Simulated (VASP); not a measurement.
# MgS (Fm-3m) in VASP: a series of runs

Aim: see how the results for MgS move with the level of theory and the settings. Levels: HSE06, PBE-based screened hybrid, PBE0. Tasks: single point.

Program: VASP 6.6.1. These are calculated values, not measurements. Logs are shortened: lines on timing, memory, paths and dates and some standing lists are left out, and cuts for length are marked.

## 1. The cell of the first run

It takes space group Fm-3m (No. 225, cubic). Conventional cell: a = 5.203 Å, b = 5.203 Å, c = 5.203 Å, α = 90.00°, β = 90.00°, γ = 90.00°. Within 3.4 Å of Mg (site symmetry m-3m) lie 6 S at 2.60 Å. Within 3.4 Å of S (site symmetry m-3m) lie 6 Mg at 2.60 Å.

## 2. Single point, HSE06

File POSCAR:

```
MgS
1.0
    0.0000000000      2.6015179373      2.6015179373
    2.6015179373      0.0000000000      2.6015179373
    2.6015179373      2.6015179373      0.0000000000
Mg S
1 1
Direct
    0.0000000000      0.0000000000      0.0000000000
    0.5000000000      0.5000000000      0.5000000000
```

File INCAR.step1:

```
ALGO = Normal
EDIFF = 1E-5
ENCUT = 520
GGA = PE
ISIF = 2
ISMEAR = 0
LASPH = True
LREAL = False
LWAVE = True
NBANDS = 11
NELM = 100
PREC = Accurate
SIGMA = 0.01
```

File INCAR.step2:

```
ALGO = Normal
EDIFF = 1E-6
ENCUT = 520
GGA = PE
HFSCREEN = 0.2079
ISIF = 2
ISMEAR = 0
ISTART = 1
LASPH = True
LCHARG = True
LELF = True
LHFCALC = True
LREAL = False
LVHAR = True
LWAVE = False
NBANDS = 11
NELM = 100
PREC = Accurate
PRECFOCK = Normal
SIGMA = 0.01
```

File KPOINTS:

```
k-points
0
Gamma
  4 4 4
```

Potentials or basis: VASP PAW PBE potentials, release 64 (Mg, S).

Started as:

```
$ cat potpaw_PBE.64/Mg/POTCAR potpaw_PBE.64/S/POTCAR > POTCAR
$ cp INCAR.step1 INCAR
$ mpirun -np 1 vasp_std > vasp.out
$ cp INCAR.step2 INCAR
$ mpirun -np 1 vasp_std > vasp.out
```

OUTCAR:

```text
EDIFF = 1E-6
   ENCUT = 520
   GGA = PE
   HFSCREEN = 0.2079
   ISIF = 2
   ISMEAR = 0
   ISTART = 1
   LASPH = True
   LHFCALC = True
   LREAL = False
   NELM = 100
   PREC = Accurate
   PRECFOCK = Normal

 ion  position               nearest neighbor table
   1  0.000  0.000  0.000-   2 2.60   2 2.60   2 2.60   2 2.60   2 2.60   2 2.60
   2  0.500  0.500  0.500-   1 2.60   1 2.60   1 2.60   1 2.60   1 2.60   1 2.60

  LATTYP: Found a face centered cubic cell.
 ALAT       =     5.2030358746

  Lattice vectors:

 A1 = (   0.0000000000,   2.6015179373,   2.6015179373)
 A2 = (   2.6015179373,   0.0000000000,   2.6015179373)
 A3 = (   2.6015179373,   2.6015179373,   0.0000000000)

Analysis of symmetry for initial positions (statically):
=====================================================================
 Subroutine PRICEL returns:
 Original cell was already a primitive cell.

 Routine SETGRP: Setting up the symmetry group for a
 face centered cubic supercell.

 Subroutine GETGRP returns: Found 48 space group operations
 (whereof 48 operations were pure point group operations)
 out of a pool of 48 trial point group operations.

The static configuration has the point symmetry O_h .

Analysis of symmetry for dynamics (positions and initial velocities):
=====================================================================
 Subroutine PRICEL returns:
 Original cell was already a primitive cell.

 Routine SETGRP: Setting up the symmetry group for a
 face centered cubic supercell.

 Subroutine GETGRP returns: Found 48 space group operations
 (whereof 48 operations were pure point group operations)
 out of a pool of 48 trial point group operations.

The dynamic configuration has the point symmetry O_h .

 Subroutine INISYM returns: Found 48 space group operations
 (whereof 48 operations are pure point group operations),
 and found     1 'primitive' translations

----------------------------------------------------------------------------------------

                                     Primitive cell

  volume of cell :      35.2136

  direct lattice vectors                    reciprocal lattice vectors
     0.000000000  2.601517937  2.601517937    -0.192195484  0.192195484  0.192195484
     2.601517937  0.000000000  2.601517937     0.192195484 -0.192195484  0.192195484
     2.601517937  2.601517937  0.000000000     0.192195484  0.192195484 -0.192195484

  length of vectors
     3.679101950  3.679101950  3.679101950     0.332892344  0.332892344  0.332892344

  position of ions in fractional coordinates (direct lattice)
     0.000000000  0.000000000  0.000000000
     0.500000000  0.500000000  0.500000000

  ion indices of the primitive-cell ions
   primitive index   ion index
                 1           1
                 2           2

----------------------------------------------------------------------------------------

 KPOINTS: k-points

Automatic generation of k-mesh.
 Grid dimensions read from file:
 generate k-points for:    4    4    4

 Generating k-lattice:

  Cartesian coordinates                     Fractional coordinates (reciprocal lattice)
    -0.048048871  0.048048871  0.048048871     0.250000000  0.000000000  0.000000000
     0.048048871 -0.048048871  0.048048871     0.000000000  0.250000000  0.000000000
     0.048048871  0.048048871 -0.048048871     0.000000000  0.000000000  0.250000000

  Length of vectors
     0.083223086  0.083223086  0.083223086

  Shift w.r.t. Gamma in fractional coordinates (k-lattice)
     0.000000000  0.000000000  0.000000000

 Subroutine IBZKPT returns following result:
 ===========================================

 Found      8 irreducible k-points:

 Following reciprocal coordinates:
            Coordinates               Weight
  0.000000  0.000000  0.000000      1.000000
  0.250000  0.000000  0.000000      8.000000
  0.500000  0.000000  0.000000      4.000000
  0.250000  0.250000  0.000000      6.000000
  0.500000  0.250000  0.000000     24.000000
 -0.250000  0.250000  0.000000     12.000000
  0.500000  0.500000  0.000000      3.000000
 -0.250000  0.500000  0.250000      6.000000
   k-points           NKPTS =      8   k-points in BZ     NKDIM =     64   number of bands    NBANDS=     11
   number of dos      NEDOS =    301   number of ions     NIONS =      2
   total plane-waves  NPLWV =  21952
   dimension x,y,z NGX =    28 NGY =   28 NGZ =   28
   dimension x,y,z NGXF=    56 NGYF=   56 NGZF=   56
   ions per type =               1   1
   NGX,Y,Z   is equivalent  to a cutoff of  12.65, 12.65, 12.65 a.u.
   NGXF,Y,Z  is equivalent  to a cutoff of  25.30, 25.30, 25.30 a.u.
 SYSTEM =  unknown system
   PREC   = accura    normal or accurate (medium, high low for compatibility)
   ISTART =      1    job   : 0-new  1-cont  2-samecut
   ICHARG =      0    charge: 1-file 2-atom 10-const
   ISPIN  =      1    spin polarized calculation?
   LNONCOLLINEAR =      F non collinear calculations
   LSORBIT =      F    spin-orbit coupling
   LASPH  =      T    aspherical Exc in radial PAW
   ENCUT  =  520.0 eV  38.22 Ry    6.18 a.u.   6.84  6.84  6.84*2*pi/ulx,y,z
   NELM   =    100;   NELMIN=  2; NELMDL=  0     # of ELM steps
   EDIFF  = 0.1E-05   stopping-criterion for ELM
   LREAL  =      F    real-space projection
   EDIFFG = 0.1E-04   stopping-criterion for IOM
   NSW    =      0    number of steps for IOM
   IBRION =     -1    ionic relax: 0-MD 1-quasi-New 2-CG
   NFREE  =      0    steps in history (QN), initial steepest desc. (CG)
   ISIF   =      2    stress and relaxation
   ISYM   =      3    0-nonsym 1-usesym 2-fastsym
   POTIM  = 0.5000    time-step for ionic-motion
   TEBEG  =    0.0;   TEEND  =   0.0 temperature during run
   PSTRESS=    0.0 pullay stress
   NELECT =       8.0000    total number of electrons
   NUPDOWN=      -1.0000    fix difference up-down
   EMIN   =  10.00;   EMAX   =-10.00  energy-range for DOS
   EFERMI =   0.00;   METHOD = LEGACY
   ISMEAR =     0;   SIGMA  =   0.01  broadening in eV -4-tet -1-fermi 0-gaus
   EFERMI_NEDOS =   21; number of points for ismear=-14 and -15
   IALGO  =     38    algorithm
   IMIX   =      1    mixing-type and parameters
     AMIX     =   0.40;   BMIX     =  1.00
     AMIX_MAG =   1.60;   BMIX_MAG =  1.00
  volume/ion in A,a.u.               =      17.61       118.82
  Fermi-wavevector in a.u.,A,eV,Ry     =   0.998929  1.887702 13.576701  0.997859
  Thomas-Fermi vector in A             =   2.131185
   LORBIT       =      0    0 simple, 1 ext, 2 COOP (PROOUT), +10 PAW based schemes
   GGA     = PE    functional components
   LHFCALC =     T    Hartree Fock is set to
   PRECFOCK=normal    Normal, Fast or Accurate (Low or Medium for compatibility)
   ENCUT4O =  -1.0   cutoff for four orbital integrals eV
   NKREDX  =     1    reduce k-point grid by
   NKREDY  =     1    reduce k-point grid by
   NKREDZ  =     1    reduce k-point grid by
   AEXX    =    0.2500 exact exchange contribution
   HFSCREEN=    0.2079 screening length (either q_TF or 0.3 A-1)
   HFSCREENC=   0.2079 screening length for correlation (either q_TF or 0.3 A-1)
   ENCUTFOCK=  -1.0 apply spherical cutoff to Coloumb kernel
   IVDW    =     0    specifies the selected vdW correction
   LEPSILON=     F    determine dielectric tensor
   LRPA    =     F    only Hartree local field effects (RPA)
 non-spin polarized calculation
 Gauss-broadening in eV      SIGMA  =   0.01
  energy-cutoff  :      520.00
  volume of cell :       35.21
 maximum number of plane-waves:       960
  NGX = 24; NGY = 24; NGZ = 24

 number of electron       8.0000000 magnetization

 Free energy of the ion-electron system (eV)
  ---------------------------------------------------
  ext. energy  EPLUGINS =         0.00000000
  ---------------------------------------------------
  free energy    TOTEN  =        -9.84721057 eV

  energy without entropy =       -9.84721057  energy(sigma->0) =       -9.84721057

 E-fermi :   3.1430     XC(G=0):  -8.0450

 val. band max:        3.0774677817   @ k =   0.0000   0.0000   0.0000
 cond. band min:       6.8254231428   @ k =   0.5000   0.5000   0.0000
 fundamental gap:      3.7479553611
 Fermi energy:         3.1429892606

 k-point     1 :       0.0000    0.0000    0.0000
  band No.  band energies     occupation
      1     -10.8756      2.00000
      2       3.0775      2.00000
      3       3.0775      2.00000
      4       3.0775      2.00000
      5       7.8867      0.00000
      6      12.1796      0.00000
      7      12.1796      0.00000
      8      12.1796      0.00000
      9      14.7629      0.00000
     10      14.7629      0.00000
     11      16.8082      0.00000

 k-point     2 :       0.2500    0.0000    0.0000
  band No.  band energies     occupation
      1     -10.2611      2.00000
      2       0.0580      2.00000
      3       2.7287      2.00000
      4       2.7287      2.00000
      5       9.1119      0.00000
      6      12.0800      0.00000
      7      12.0800      0.00000
      8      12.6558      0.00000
      9      14.6714      0.00000
     10      14.6714      0.00000
     11      16.3231      0.00000

 k-point     3 :       0.5000    0.0000    0.0000
  band No.  band energies     occupation
      1      -9.4408      2.00000
      2      -2.1893      2.00000
      3       2.4330      2.00000
      4       2.4330      2.00000
      5       8.6380      0.00000
      6      11.1242      0.00000
      7      11.1242      0.00000
      8      14.6661      0.00000
      9      16.6015      0.00000
     10      19.0336      0.00000
     11      19.0336      0.00000

 k-point     4 :       0.2500    0.2500    0.0000
  band No.  band energies     occupation
      1     -10.0672      2.00000
      2       0.3460      2.00000
      3       2.0207      2.00000
      4       2.0207      2.00000
      5       9.1836      0.00000
      6       9.7166      0.00000
      7      12.5810      0.00000
      8      14.5938      0.00000
      9      14.5938      0.00000
     10      15.8195      0.00000
     11      19.9214      0.00000

 k-point     5 :       0.5000    0.2500    0.0000
  band No.  band energies     occupation
      1      -9.2575      2.00000
      2      -1.3197      2.00000
      3       0.6969      2.00000
      4       1.7631      2.00000
      5       8.5161      0.00000
      6      10.9517      0.00000
      7      13.1583      0.00000
      8      13.3365      0.00000
      9      17.2542      0.00000
     10      19.2142      0.00000
     11      20.0940      0.00000

 k-point     6 :      -0.2500    0.2500    0.0000
  band No.  band energies     occupation
      1      -9.5216      2.00000
      2      -0.9245      2.00000
      3       0.5507      2.00000
      4       2.3956      2.00000
      5       9.8439      0.00000
      6      11.9506      0.00000
      7      12.1476      0.00000
      8      12.2652      0.00000
      9      14.8986      0.00000
     10      18.7033      0.00000
     11      19.7780      0.00000

 k-point     7 :       0.5000    0.5000    0.0000
  band No.  band energies     occupation
      1      -9.0272      2.00000
      2      -1.5142      2.00000
      3       1.2328      2.00000
      4       1.2328      2.00000
      5       6.8254      0.00000
      6       8.4160      0.00000
      7      16.6084      0.00000
      8      17.4120      0.00000
      9      17.9924      0.00000
     10      17.9924      0.00000
     11      20.5621      0.00000

 k-point     8 :      -0.2500    0.5000    0.2500
  band No.  band energies     occupation
      1      -8.9796      2.00000
      2      -0.4409      2.00000
      3      -0.4409      2.00000
      4       0.5635      2.00000
      5       9.4294      0.00000
      6      12.2132      0.00000
      7      12.2132      0.00000
      8      12.3880      0.00000
      9      18.9657      0.00000
     10      18.9657      0.00000
     11      20.3854      0.00000

------------------------ aborting loop because EDIFF is reached ----------------------------------------

  FORCE on cell =-STRESS in cart. coord.  units (eV):
  Direction    XX          YY          ZZ          XY          YZ          ZX
  --------------------------------------------------------------------------------------
  -------------------------------------------------------------------------------------
  Total       -0.0848422     -0.0848422     -0.0848422      0.0000000      0.0000000      0.0000000
  in kB       -3.8602214     -3.8602214     -3.8602214      0.0000000      0.0000000      0.0000000
  external PRESSURE =      -3.8602214 kB  Pullay stress =       0.0000000 kB

 VOLUME and BASIS-vectors are now :
 -----------------------------------------------------------------------------
  energy-cutoff  :      520.00
  volume of cell :       35.21
      direct lattice vectors                 reciprocal lattice vectors
     0.000000000  2.601517937  2.601517937    -0.192195484  0.192195484  0.192195484
     2.601517937  0.000000000  2.601517937     0.192195484 -0.192195484  0.192195484
     2.601517937  2.601517937  0.000000000     0.192195484  0.192195484 -0.192195484

 POSITION                                       TOTAL-FORCE (eV/Angst)
 -----------------------------------------------------------------------------------
      0.00000      0.00000      0.00000         0.000000      0.000000      0.000000
      2.60152      2.60152      2.60152        -0.000000     -0.000000     -0.000000
 -----------------------------------------------------------------------------------
    total drift:                               -0.000177     -0.000256     -0.000247

  FREE ENERGIE OF THE ION-ELECTRON SYSTEM (eV)
  ---------------------------------------------------
  free  energy   TOTEN  =        -9.8472105694 eV

  energy  without entropy=       -9.8472105694  energy(sigma->0) =       -9.84721057
```

Run time: 5.2 min. Hardware: 1 thread of AMD EPYC 7R13, shared host; peak memory 0.24 GiB.

What came out:

```yaml
Free_energy: -9.8472 eV
Pressure: -0.4 GPa
Band_gap_on_the_k_mesh: 3.75 eV, indirect (least direct gap 4.81 eV)
```

Levels at points of the mesh, in eV from the valence-band top:
```tsv
k point	band 2	band 3	band 4	band 5	band 6	band 7
(0.00, 0.00, 0.00)	0.00	0.00	0.00	4.81	9.10	9.10
(0.50, 0.00, 0.00)	-5.27	-0.64	-0.64	5.56	8.05	8.05
(0.50, 0.50, 0.00)	-4.59	-1.84	-1.84	3.75	5.34	13.53
```

Caveat: the k points lie up to 0.52 Å⁻¹ apart; the PAW data sets were made with another functional, which shifts forces and pressure a little.

## 3. Single point, PBE-based screened hybrid

POSCAR is that of step 2.

File INCAR.step1:

```
SYSTEM = MgS
ALGO = Normal
EDIFF = 1E-5
ENCUT = 520
GGA = PE
ISIF = 2
ISMEAR = 0
LASPH = .TRUE.
LCHARG = .FALSE.
LREAL = .FALSE.
LWAVE = .TRUE.
NBANDS = 11
NELM = 60
PREC = Accurate
SIGMA = 0.01
```

File INCAR.step2:

```
SYSTEM = MgS
AEXX = 0.15
ALGO = Normal
EDIFF = 1E-7
ENCUT = 520
GGA = PE
HFSCREEN = 0.3
ISIF = 2
ISMEAR = 0
ISTART = 1
LASPH = .TRUE.
LCHARG = .FALSE.
LHFCALC = .TRUE.
LREAL = .FALSE.
LWAVE = .FALSE.
NBANDS = 11
NELM = 60
PREC = Accurate
PRECFOCK = Normal
SIGMA = 0.01
```

File KPOINTS:

```
k-points
0
G
  4 4 4
  0 0 0
```

Potentials or basis: VASP PAW PBE potentials, release 64 (Mg, S).

Started as:

```
$ cat potpaw_PBE.64/Mg/POTCAR potpaw_PBE.64/S/POTCAR > POTCAR
$ cp INCAR.step1 INCAR
$ mpirun -np 1 vasp_std > vasp.out
$ cp INCAR.step2 INCAR
$ mpirun -np 1 vasp_std > vasp.out
```

Wall time 5.8 min (1 thread of AMD EPYC 7R13, shared host); peak memory 0.24 GiB.

Results (log left out):

| Item | Value |
| --- | --- |
| Free energy | -9.1533 eV |
| Pressure | 0.4 GPa |
| Band gap on the k mesh | 3.21 eV, indirect (least direct gap 4.23 eV) |

Levels at points of the mesh, in eV from the valence-band top:
```
           k point  band 1  band 2  band 3  band 4  band 5  band 6  band 7  band 8
(0.00, 0.00, 0.00)  -13.40    0.00    0.00    0.00    4.23    8.49    8.49    8.49
(0.50, 0.00, 0.00)  -12.02   -5.06   -0.62   -0.62    5.02    7.44    7.44   10.83
(0.50, 0.50, 0.00)  -11.62   -4.40   -1.77   -1.77    3.21    4.82   12.76   13.55
```

Caveat: the k points lie up to 0.52 Å⁻¹ apart; the PAW data sets were made with another functional, which shifts forces and pressure a little. A k mesh can miss the band edges.

(Continued in part 2 of 2.)
